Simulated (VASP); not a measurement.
CsH:

```xyz
2
Lattice="0.0000 3.3200 3.3200 3.3200 0.0000 3.3200 3.3200 3.3200 0.0000" Properties=species:S:1:pos:R:3 pbc="T T T"
Cs    0.0000    0.0000    0.0000
H     1.6600    1.6600    1.6600
```

| Property | Result |
| --- | --- |
| Program | VASP 6.6.1 |
| Task | relaxation of cell and atoms |
| Functional | r2SCAN |
| Potentials or basis | VASP PAW PBE potentials, release 64 (Cs_sv, H) |
| Cutoff | 550 eV |
| k mesh | 4 × 4 × 4 |
| Occupations | fermi-dirac, width 0.01 eV |
| Spin | no spin polarisation |

At the start: pressure 1.4 GPa; volume 36.59 Å³/atom.

Where does the relaxation end?

Over 4 steps the energy falls by 23.1 meV/atom and the volume is 42.67 Å³/atom (+16.6 %); space group F-43m (No. 216, to 0.1 Å) before and after.

Step by step:
```tsv
step	energy change (eV)	largest force (eV/Å)	pressure (GPa)	volume (Å³)
1	0.0000	0.0000	1.36	73.19
2	-0.0233	0.0000	0.90	76.52
3	-0.0460	0.0000	0.08	84.41
4	-0.0463	0.0000	0.01	85.34
```

Final structure:
```
Cs H
1.0
     0.00000    3.49444    3.49444
     3.49444    0.00000    3.49444
     3.49444    3.49444    0.00000
Cs H
1 1
Direct
  0.00000 0.00000 0.00000
  0.25000 0.25000 0.25000
```

Caveat: the volume moved by over 15 % at a fixed basis, so the end points are rough; the PAW data sets were made with another functional, which shifts forces and pressure a little.
